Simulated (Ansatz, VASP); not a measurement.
One calculation of Zn, two programs

Contents of POSCAR:

```
Zn
1.0
    0.0000000000      1.9906312808      1.9906312808
    1.9906312808      0.0000000000      1.9906312808
    1.9906312808      1.9906312808      0.0000000000
Zn
1
Direct
    0.0000000000      0.0000000000      0.0000000000
```

File INCAR.step1:

```
SYSTEM = Zn
PREC = Accurate
ENCUT = 440
EDIFF = 1E-5
ISMEAR = 0
SIGMA = 0.02
LREAL = .False.
LASPH = .True.
NELM = 120
ALGO = Normal
ISIF = 2
LWAVE = .True.
LCHARG = .False.
GGA = PE
NBANDS = 12
GGA_COMPAT = .False.
```

Contents of INCAR.step2:

```
SYSTEM = Zn
PREC = Accurate
ENCUT = 440
EDIFF = 1E-6
ISMEAR = 0
SIGMA = 0.02
LREAL = .False.
LASPH = .True.
NELM = 120
ALGO = Normal
ISIF = 2
LWAVE = .False.
LCHARG = .False.
METAGGA = R2SCAN
LHFCALC = .True.
AEXX = 0.1
LMIXTAU = .True.
PRECFOCK = Normal
IVDW = 13
VDW_S6 = 1.0
VDW_S8 = 0.8324
VDW_A1 = 0.4944
VDW_A2 = 5.9019
ISTART = 1
NBANDS = 12
GGA_COMPAT = .False.
```

Contents of KPOINTS:

```
Automatic mesh
0
Gamma
  8 8 8
  0 0 0
```

File input.yaml:

```yaml
crystal:
  lattice:
    - [0.0, 1.9906312808, 1.9906312808]
    - [1.9906312808, 0.0, 1.9906312808]
    - [1.9906312808, 1.9906312808, 0.0]
  atoms:
    - { symbol: Zn, position: [0.0, 0.0, 0.0] }
hamiltonian:
  xc: r2scanh
  pseudopotentials: { kind: paw }
  dispersion: d4
kpoints:
  mp_grid: { grid: [8, 8, 8] }
scf:
  occupations: { method: gaussian, width: 0.02 }
output:
  forces: true
  stress: true
  eigenvalues: true
  write_density: true
  write_potential: true
  elf: true
  volumetric_format: npy
```

Alike in both runs: task single point; functional r2SCANh; dispersion D4; k mesh 8 × 8 × 8; occupations gaussian, width 0.02 eV; no spin polarisation.

```csv
,VASP,Ansatz
version,VASP 6.6.1,Ansatz 0.2.0
potentials or method,"VASP PAW PBE potentials, release 64 (Zn)",Ansatz PAW
plane-wave cutoff (eV),440,500
valence electrons in the cell,12,12
```

```csv
,VASP,Ansatz,Ansatz less VASP
gap on the k mesh at the Fermi level (eV),none,none,-
pressure (GPa),-7.2,-7.0,+0.25
```

VASP's potentials were made for PBE, not for r2SCANh. A gap of «none» marks a metal or a gap that the smearing closes.
